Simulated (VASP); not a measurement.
Runs of VASP 6.6.1 on Be3Sb2. The structure is that of space group P-4m2 (No. 115), or close to it. The cells are those of the table. 

```csv
task,cell,k mesh,cutoff (eV),gap on the mesh (eV),pressure (GPa),relaxed volume (Å³/atom),largest force (eV/Å)
single point,"a = 3.998, b = 3.998, c = 5.925 Å, 5 atoms",10 × 10 × 6,520,none,(a),-,0.03
relaxation of cell and atoms,"relaxed from a = 4.016, b = 4.016, c = 5.883 Å, 5 atoms",10 × 10 × 6,600,none,0.0,19.03,0.01
single point,"a = 4.016, b = 4.016, c = 5.883 Å, 5 atoms",4 × 4 × 4,520,none,0.3,-,0.03
relaxation of cell and atoms,"relaxed from a = 4.247, b = 4.247, c = 6.007 Å, 5 atoms",4 × 4 × 4,600,none,0.0,19.06,0.03
```

Alike in all rows: level PBE; potentials or basis VASP PAW PBE potentials, release 64 (Be, Sb); no spin polarisation; smearing gaussian 0.1 eV.

Problem. Estimate the missing entries.

Solution. (a) 0.4.

Caveats: some runs use coarse meshes; spin-orbit coupling is left out, which moves the levels of the heavy elements.

A k mesh can miss the band edges, and the runs leave out spin-orbit coupling on Sb.

A gap of «none» marks levels without a gap at the run's occupations.
